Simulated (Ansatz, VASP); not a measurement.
**Two plane-wave programs on Ag2Ir**

INCAR

```
ALGO = Fast
EDIFF = 1E-6
ENCUT = 520
GGA = PE
ISIF = 2
ISMEAR = 0
LASPH = T
LCHARG = T
LELF = T
LREAL = F
LVHAR = T
LWAVE = F
NBANDS = 22
NELM = 100
PREC = Accurate
SIGMA = 0.1
```

The input KPOINTS:

```
k-points
0
Gamma
  8 8 8
```

POSCAR

```
Ag2Ir
1.0
   -1.7282129963      1.7282129963      4.2395225065
    1.7282129963     -1.7282129963      4.2395225065
    1.7282129963      1.7282129963     -4.2395225065
Ag Ir
2 1
Direct
    0.6650000000      0.6650000000      0.0000000000
    0.3350000000      0.3350000000      0.0000000000
    0.0000000000      0.0000000000      0.0000000000
```

Input for Ansatz:

```yaml
crystal:
  lattice:
    - [-1.7282129963, 1.7282129963, 4.2395225065]
    - [1.7282129963, -1.7282129963, 4.2395225065]
    - [1.7282129963, 1.7282129963, -4.2395225065]
  atoms:
    - { symbol: Ag, position: [0.665, 0.665, 0.0] }
    - { symbol: Ag, position: [0.335, 0.335, 0.0] }
    - { symbol: Ir, position: [0.0, 0.0, 0.0] }
basis:
  ecutwfc: 420
kpoints:
  mp_grid: { grid: [8, 8, 8] }
hamiltonian:
  xc: pbe
scf:
  occupations: { method: gaussian, width: 0.1 }
  lower_state_search: "off"
output:
  forces: true
  stress: true
  eigenvalues: true
```

Alike in both runs: task single point; functional PBE; k mesh 8 × 8 × 8; occupations gaussian, width 0.1 eV; no spin polarisation.

|  | VASP | Ansatz |
| --- | --- | --- |
| version | VASP 6.6.1 | Ansatz 0.2.0 |
| potentials or method | VASP PAW PBE potentials, release 64 (Ag, Ir), cutoff 520 eV | scalar-relativistic, plane waves, PAW |
| valence electrons in the cell | 31 | 55 |

|  | VASP | Ansatz | Ansatz less VASP |
| --- | --- | --- | --- |
| gap on the k mesh at the Fermi level (eV) | none | none | - |
| pressure (GPa) | -1.3 | -1.2 | +0.13 |
| traceless stress, the component that is largest in VASP (GPa) | 5.17 | 5.19 | +0.014 |
| rms of the force components (eV/Å) | 0.019 | 0.021 | +0.0020 |

Atom by atom the forces differ by 0.002 eV/Å (rms over components). A gap of «none» marks a metal or a gap that the smearing closes. VASP's potentials hold 31 valence electrons a cell and Ansatz's 55, so a difference there can come from the potentials and not from the codes.

Spin-orbit coupling is off throughout.
